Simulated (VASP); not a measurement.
# CuO (P1) in VASP: further runs, part 2 of 2

VASP 6.6.1. The steps go on from the part before.

## (5) Single point, BLYP

This run uses another cell than the first one, of 10.63 Å³/atom.

The input, INCAR:

```
PREC = Accurate ; ENCUT = 520
EDIFF = 1E-7 ; ISMEAR = -1
SIGMA = 0.05 ; LREAL = F
LASPH = T ; NELM = 100
ALGO = Normal ; ISIF = 2
LWAVE = F ; LCHARG = T
GGA = B5 ; ALDAX = 1.0
AGGAX = 1.0 ; AGGAC = 1.0
ALDAC = 0.0 ; LELF = T
LVHAR = T ; NBANDS = 25
```

The input, KPOINTS:

```
regular mesh
0
Gamma
  10 10 5
```

The input, POSCAR:

```
CuO
1.0
    0.1933224861     -2.2148930761     -2.0832159224
   -2.0593359987      0.1083799591     -1.9982733954
    2.4299416557      2.3306711520     -4.4755324069
Cu O
2 2
Direct
    0.4562322400      0.5306856300      0.4854117400
    0.9742842800      0.9858673900      0.0243612000
    0.8016626700      0.7447211200      0.7392802400
    0.2678208100      0.2387258700      0.2509468100
```

Potentials or basis: VASP PAW PBE potentials, release 64 (Cu, O).

Launch:

```bash
$ cat potpaw_PBE.64/Cu/POTCAR potpaw_PBE.64/O/POTCAR > POTCAR
$ mpirun -np 1 vasp_std > vasp.out
```

OUTCAR:

```text
PREC = Accurate
   ENCUT = 520
   EDIFF = 1E-7
   ISMEAR = -1
   LREAL = F
   LASPH = T
   NELM = 100
   ISIF = 2
   GGA = B5

 ion  position               nearest neighbor table
   1  0.456  0.531  0.485-   4 2.03   4 2.07   3 2.07   3 2.30   3 2.33
   2  0.974  0.986  0.024-   4 2.12   4 2.13   3 2.15   4 2.16   3 2.30
   3  0.802  0.745  0.739-   1 2.07   2 2.15   2 2.30   1 2.30   1 2.33
   4  0.268  0.239  0.251-   1 2.03   1 2.07   2 2.12   2 2.13   2 2.16

  Warning from LATTYP: Got some problem with cell dimensions!
  Tried to take original basis but could not verify dimensions!
  LATTYP: Found a triclinic cell.
 ALAT       =     3.2371720804
 B/A-ratio  =     2.7251577931
 C/A-ratio  =     2.2383871059
 COS(alpha) =     0.0043496800
 COS(beta)  =     0.6735101966
 COS(gamma) =     0.7129624062

  Lattice vectors:

 A1 = (   2.2526584848,  -2.3232730352,  -0.0849425270)
 A2 = (   8.8012721379,  -0.2093618014,  -0.5639281431)
 A3 = (   0.0160393152,  -6.8688372633,   2.3073739575)

Analysis of symmetry for initial positions (statically):
[... 175 lines left out ...]

 E-fermi :   4.9831     XC(G=0): -11.2207

 val. band max:        4.9828213823   @ k =   0.3000   0.1000   0.4000
 cond. band min:       4.9845540287   @ k =   0.5000  -0.3000   0.2000
 fundamental gap:      0.0017326463
 Fermi energy:         4.9830569493

 k-point     1 :       0.0000    0.0000    0.0000
  band No.  band energies     occupation
      1     -13.7297      2.00000
      2     -12.3911      2.00000
      3      -1.5937      2.00000
      4       0.6507      2.00000
      5       1.0263      2.00000
      6       2.0850      2.00000
[... 661 lines left out ...]
     24      17.0390      0.00000
     25      18.0827      0.00000

 [... further k-points ...]

------------------------ aborting loop because EDIFF is reached ----------------------------------------

  FORCE on cell =-STRESS in cart. coord.  units (eV):
  Direction    XX          YY          ZZ          XY          YZ          ZX
  --------------------------------------------------------------------------------------
  -------------------------------------------------------------------------------------
  Total       -1.3656548     -1.0099941     -1.4339540      0.3881775      0.5948597      2.1041507
  in kB      -51.4555301    -38.0548451    -54.0289265     14.6258617     22.4132944     79.2807899
  external PRESSURE =     -47.8464339 kB  Pullay stress =       0.0000000 kB

 VOLUME and BASIS-vectors are now :
 -----------------------------------------------------------------------------
  energy-cutoff  :      520.00
  volume of cell :       42.52
      direct lattice vectors                 reciprocal lattice vectors
     0.193322486 -2.214893076 -2.083215922     0.098118731 -0.330937531 -0.119066005
    -2.059335999  0.108379959 -1.998273395    -0.347300707  0.098697528 -0.137165574
     2.429941656  2.330671152 -4.475532407     0.109394641  0.109973439 -0.106772880

 POSITION                                       TOTAL-FORCE (eV/Angst)
 -----------------------------------------------------------------------------------
      0.17486      0.17835     -4.18336         0.960192      0.139810     -1.088907
     -1.78268     -1.99431     -4.10871        -0.722377     -0.905716      0.557282
      0.41776      0.02813     -6.46687         0.085599      0.436744     -0.001129
      0.16995      0.01755     -2.15809        -0.323415      0.329162      0.532755
 -----------------------------------------------------------------------------------
    total drift:                                0.000169     -0.000312      0.000476

  FREE ENERGIE OF THE ION-ELECTRON SYSTEM (eV)
  ---------------------------------------------------
  free  energy   TOTEN  =       -16.9944525780 eV

  energy  without entropy=      -16.9621385539  energy(sigma->0) =      -16.97829557
```

Wall time 4.5 min (1 thread of Intel Xeon Platinum 8124M at 3.00GHz (Skylake/Cascade Lake), shared host); peak memory 0.33 GiB.

What came out:

| Item | Value |
| --- | --- |
| Free energy | -16.9945 eV |
| Pressure | -4.8 GPa |
| Largest force | 1.459 eV/Å |
| Band gap on the k mesh | zero (bands 17 and 18 overlap by 0.69 eV) |

Forces on the atoms (eV/Å):
```
Cu   0.960  0.140 -1.089
Cu  -0.722 -0.906  0.557
O    0.086  0.437 -0.001
O   -0.323  0.329  0.533
```

Stress tensor (GPa, compression positive):
```
-5.15  1.46  7.93
 1.46 -3.81  2.24
 7.93  2.24 -5.40
```

Levels at points of the mesh, in eV from the Fermi level:
```tsv
k point	band 14	band 15	band 16	band 17	band 18	band 19	band 20	band 21
(0.00, 0.00, 0.00)	-1.41	-1.01	-0.85	0.32	0.57	1.13	6.32	7.95
(0.50, 0.00, 0.00)	-1.34	-0.89	-0.59	-0.25	-0.15	6.31	6.65	8.22
(0.00, 0.50, 0.00)	-1.23	-0.85	-0.63	-0.21	-0.16	6.64	6.86	8.46
(0.50, 0.50, 0.00)	-1.50	-1.35	-1.11	0.44	0.73	5.17	5.67	9.45
```

Caveat: the cell stands under tension; the PAW data sets were made with another functional, which shifts forces and pressure a little; semilocal functionals often make such compounds metallic where correlation or magnetic order opens a gap, which also shifts bond lengths. With open d or f shells a metallic result of BLYP can be an artefact of self-interaction; +U or a hybrid may open a gap.

## (6) Single point, r2SCAN

The input, POSCAR:

```
CuO
1.0
    0.1896038200     -2.1722883700     -2.0431441000
   -2.0197235200      0.1062952100     -1.9598354900
    2.3832003700      2.2858393900     -4.3894430400
Cu O
2 2
Direct
    0.4562322400      0.5306856300      0.4854117400
    0.9742842800      0.9858673900      0.0243612000
    0.8016626700      0.7447211200      0.7392802400
    0.2678208100      0.2387258700      0.2509468100
```

The input, INCAR.step1:

```
SYSTEM = CuO
  PREC = Accurate
  ENCUT = 520
  ISMEAR = -1
  SIGMA = 0.05
  LREAL = .FALSE.
  LASPH = .TRUE.
  NELM = 100
  NBANDS = 25
  GGA = PE
  ALGO = Normal
  EDIFF = 1E-4
  LWAVE = .TRUE.
  LCHARG = .FALSE.
```

The input, INCAR.step2:

```
SYSTEM = CuO
  PREC = Accurate
  ENCUT = 520
  EDIFF = 1E-7
  ISMEAR = -1
  SIGMA = 0.05
  LREAL = .FALSE.
  LASPH = .TRUE.
  NELM = 100
  ALGO = Normal
  ISIF = 2
  LWAVE = .FALSE.
  LCHARG = .FALSE.
  METAGGA = R2SCAN
  LMIXTAU = .TRUE.
  NBANDS = 25
  ISTART = 1
```

The input, KPOINTS:

```
Automatic mesh
0
G
  10 10 5
  0 0 0
```

Potentials or basis: VASP PAW PBE potentials, release 64 (Cu, O).

Launch:

```bash
$ cat potpaw_PBE.64/Cu/POTCAR potpaw_PBE.64/O/POTCAR > POTCAR
$ cp INCAR.step1 INCAR
$ mpirun -np 1 vasp_std > vasp.out
$ cp INCAR.step2 INCAR
$ mpirun -np 1 vasp_std > vasp.out
```

Run time: 12 min. Hardware: 1 thread of Intel Xeon Platinum 8124M at 3.00GHz (Skylake/Cascade Lake), shared host; peak memory 0.33 GiB.

It converged, with:

| Item | Value |
| --- | --- |
| Free energy | -35.3622 eV |
| Pressure | -10.2 GPa |
| Largest force | 1.695 eV/Å |
| Band gap on the k mesh | zero (bands 17 and 18 overlap by 0.76 eV) |

Forces in eV/Å, atoms in the order of the input:
```
Cu   1.119  0.040 -1.272
Cu  -0.794 -1.086  0.595
O    0.081  0.580  0.026
O   -0.407  0.466  0.651
```

Stress tensor (GPa, compression positive):
```
-10.72   1.53   9.01
  1.53  -9.14   2.23
  9.01   2.23 -10.65
```

Levels at points of the mesh, in eV from the Fermi level:
```tsv
k point	band 13	band 14	band 15	band 16	band 17	band 18	band 19	band 20	band 21	band 22
(0.00, 0.00, 0.00)	-1.77	-1.59	-1.19	-1.02	0.34	0.63	1.61	6.72	9.06	14.46
(0.50, 0.00, 0.00)	-1.63	-1.52	-0.95	-0.62	-0.29	-0.17	7.21	7.61	8.87	10.01
(0.00, 0.50, 0.00)	-1.55	-1.41	-0.90	-0.67	-0.23	-0.18	7.51	7.74	9.26	9.58
(0.50, 0.50, 0.00)	-1.75	-1.58	-1.45	-1.27	0.48	0.82	5.71	6.25	10.61	11.31
```

Caveat: the cell stands under tension; the PAW data sets were made with another functional, which shifts forces and pressure a little; semilocal functionals often make such compounds metallic where correlation or magnetic order opens a gap, which also shifts bond lengths. With open d or f shells a metallic result of r2SCAN can be an artefact of self-interaction; +U or a hybrid may open a gap.

## (7) Overview

```tsv
task	level	potentials or basis	U	cell	cutoff (eV)	gap on the mesh (eV)	pressure (GPa)	largest force (eV/Å)
relaxation of cell and atoms	RPBE+D3(BJ)	VASP PAW PBE potentials, release 64 (Cu, O)	-	relaxed from a = 2.988, b = 2.816, c = 5.493 Å, angles 74.9, 74.3, 66.2°, 4 atoms	600	none	0.1	0.01
single point	LDA+U	VASP PAW LDA potentials, release 64 (Cu, O)	Cu d U = 5.3 eV	a = 2.988, b = 2.816, c = 5.493 Å, angles 74.9, 74.3, 66.2°, 4 atoms	520	none	-21.5	1.24
single point	LDA	VASP PAW LDA potentials, release 64 (Cu, O)	-	a = 3.047, b = 2.872, c = 5.601 Å, angles 74.9, 74.3, 66.2°, 4 atoms	520	none	-24.4	1.17
single point	BLYP	VASP PAW PBE potentials, release 64 (Cu, O)	-	a = 3.047, b = 2.872, c = 5.601 Å, angles 74.9, 74.3, 66.2°, 4 atoms	520	none	-4.8	1.46
single point	r2SCAN	VASP PAW PBE potentials, release 64 (Cu, O)	-	a = 2.988, b = 2.816, c = 5.493 Å, angles 74.9, 74.3, 66.2°, 4 atoms	520	none	-10.2	1.69
```

Alike in all rows: no spin polarisation; k mesh 10 × 10 × 5; smearing fermi-dirac 0.05 eV.

Caveats: semilocal functionals often make such compounds metallic where correlation or magnetic order opens a gap, which also shifts bond lengths (at least some runs); the cell stands under tension (at least some runs); the PAW data sets were made with another functional, which shifts forces and pressure a little (at least some runs); forces of over 1 eV/Å act on the atoms, so gaps and moduli don't describe the material at rest (at least some runs); the dispersion term is far too large for a dense solid, which distorts pressure and volume (at least some runs); U without spin polarisation on a metal has little footing (at least some runs).

Absolute energies hang on the potentials; compare differences alone.
